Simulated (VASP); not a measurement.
A run of VASP 6.6.1:

Contents of POSCAR:

```
MgO2
1.0
    1.5566181855      0.8987139284      3.4415691918
   -1.5566181855      0.8987139284      3.4415691918
    0.0000000000     -1.7974278569      3.4415691918
Mg O
1 2
Direct
    0.0000000000      0.0000000000      0.0000000000
    0.4287860000      0.4287860000      0.4287860000
    0.5712140000      0.5712140000      0.5712140000
```

Contents of INCAR.step1:

```
  ALGO = Normal
  EDIFF = 1E-5
  ENCUT = 920
  GGA = PE
  GGA_COMPAT = False
  ISMEAR = 0
  LASPH = True
  LCHARG = False
  LREAL = False
  LWAVE = True
  NBANDS = 18
  NELM = 120
  PREC = Accurate
  SIGMA = 0.05
```

INCAR.step2

```
  ALGO = Normal
  EDIFF = 1E-6
  ENCUT = 920
  GGA_COMPAT = False
  ISIF = 2
  ISMEAR = 0
  ISTART = 1
  LASPH = True
  LCHARG = False
  LMIXTAU = True
  LREAL = False
  LWAVE = False
  METAGGA = R2SCAN
  NBANDS = 18
  NELM = 120
  PREC = Accurate
  SIGMA = 0.05
```

The input KPOINTS:

```
k-points
0
Gamma
  12 12 12
```

Potentials or basis: VASP PAW PBE potentials, release 64 (Mg_sv, O).

Launch:

```console
$ cat potpaw_PBE.64/Mg_sv/POTCAR potpaw_PBE.64/O/POTCAR > POTCAR
$ cp INCAR.step1 INCAR
$ mpirun -np 1 vasp_std > vasp.out
$ cp INCAR.step2 INCAR
$ mpirun -np 1 vasp_std > vasp.out
```

Hardware: 1 thread of Intel(R) Xeon(R) Platinum 8259CL CPU @ 2.50GHz (Skylake/Cascade Lake), on a shared host.

Q: How long does it take, and how much memory?

A: It took 15 min on 1 thread of Intel(R) Xeon(R) Platinum 8259CL CPU @ 2.50GHz (Skylake/Cascade Lake), on a shared host, peak memory 0.39 GiB. Counts: k points 189.
